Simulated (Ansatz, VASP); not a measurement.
## Two plane-wave programs on GaN

```
CELL_PARAMETERS angstrom
3.18282 0.00000 0.00000
-1.59141 2.75640 0.00000
0.00000 0.00000 5.18567
ATOMIC_POSITIONS crystal
Ga 0.33333 0.66667 0.98169
Ga 0.66667 0.33333 0.48169
N 0.33333 0.66667 0.39531
N 0.66667 0.33333 0.89531
```

Change from the starting cell: polar distortion scaled by 0.70.

Alike in both runs: task single point; functional PBEsol; k mesh 12 × 12 × 6; no spin polarisation.

```csv
,VASP,Ansatz
version,VASP 6.6.1,Ansatz 0.2.0
potentials or method,"VASP PAW PBE potentials, release 64 (Ga_d, N), cutoff 520 eV","scalar-relativistic, plane waves, PAW"
occupations,"gaussian, width 0.01 eV",fixed
valence electrons in the cell,36,36
```

Ansatz gave:

| Item | Value |
| --- | --- |
| gap on the k mesh at the Fermi level (eV) | 1.71 |
| least direct gap on the mesh (eV) | 1.71 |
| pressure (GPa) | 2.8 |
| traceless stress, the component that is largest in VASP (GPa) | -8.72 |
| rms of the force components (eV/Å) | 0.732 |

What did VASP give for the same quantities?

gap on the k mesh at the Fermi level (eV): 1.72; least direct gap on the mesh (eV): 1.72; pressure (GPa): 2.6; traceless stress, the component that is largest in VASP (GPa): -8.43; rms of the force components (eV/Å): 0.721.

VASP's potentials were made for PBE, not for PBEsol, and Ansatz warns of the same on its side. Atom by atom the forces differ by 0.011 eV/Å (rms over components).
